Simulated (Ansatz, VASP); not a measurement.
## One calculation of Hf4Cd, two programs

```xyz
5
Lattice="-3.2125 3.2125 3.2125 3.2125 -3.2125 3.2125 3.2125 3.2125 -3.2125" Properties=species:S:1:pos:R:3 pbc="T T T"
Hf    1.6063    1.6063   -1.6063
Hf    1.6063   -1.6063    1.6063
Hf   -1.6063    1.6063    1.6063
Hf    1.6063    1.6063    1.6063
Cd    0.0000    0.0000    0.0000
```

Change from the starting cell: species swapped into the CrGa4 type (Im-3m, No. 229).

Alike in both runs: functional PBE; k mesh 8 × 8 × 8; occupations gaussian, width 0.1 eV; no spin polarisation.

Ansatz relaxed the structure, and its values are those at the end. VASP's run is a single point on that final structure, the one shown.

|  | VASP | Ansatz |
| --- | --- | --- |
| version | VASP 6.6.1 | Ansatz 0.2.0 |
| potentials or method | VASP PAW PBE potentials, release 64 (Hf_pv, Cd), cutoff 520 eV | scalar-relativistic, plane waves, PAW |
| valence electrons in the cell | 52 | 124 |

```csv
,VASP,Ansatz,Ansatz less VASP
gap on the k mesh at the Fermi level (eV),none,none,-
pressure (GPa),-0.2,0.0,+0.23
```

A gap of «none» marks a metal or a gap that the smearing closes. VASP's potentials hold 52 valence electrons a cell and Ansatz's 124, so a difference there can come from the potentials and not from the codes.

Neither program's run includes spin-orbit coupling.
